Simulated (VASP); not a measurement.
A run of VASP 6.6.1:

The input INCAR:

```
PREC = Accurate
ENCUT = 520
EDIFF = 1E-7
ISMEAR = 0
SIGMA = 0.1
LREAL = False
LASPH = True
NELM = 100
ALGO = Normal
ISIF = 2
LWAVE = False
LCHARG = False
GGA = PE
NBANDS = 12
```

File KPOINTS:

```
Automatic mesh
0
Gamma
  6 6 6
```

The input POSCAR:

```
Sb
1.0
    0.0000000000      3.2448122108      3.2448122108
    3.2448122108      0.0000000000      3.2448122108
    3.2448122108      3.2448122108      0.0000000000
Sb
2
Direct
    0.5000000000      0.5000000000      0.5000000000
    0.7500000000      0.7500000000      0.7500000000
```

Potentials or basis: VASP PAW PBE potentials, release 64 (Sb).

Command:

```sh
$ cat potpaw_PBE.64/Sb/POTCAR > POTCAR
$ mpirun -np 1 vasp_std > vasp.out
```

Hardware: 1 thread of Intel(R) Xeon(R) Platinum 8375C CPU @ 2.90GHz (Ice Lake) (shared host).

**Question.** Estimate the wall time of this run.

**Answer.** Run time: 15 s on 1 thread of Intel(R) Xeon(R) Platinum 8375C CPU @ 2.90GHz (Ice Lake), with other jobs on the host, peak memory 0.2 GiB. Counts: scf iterations 12, k points 16.
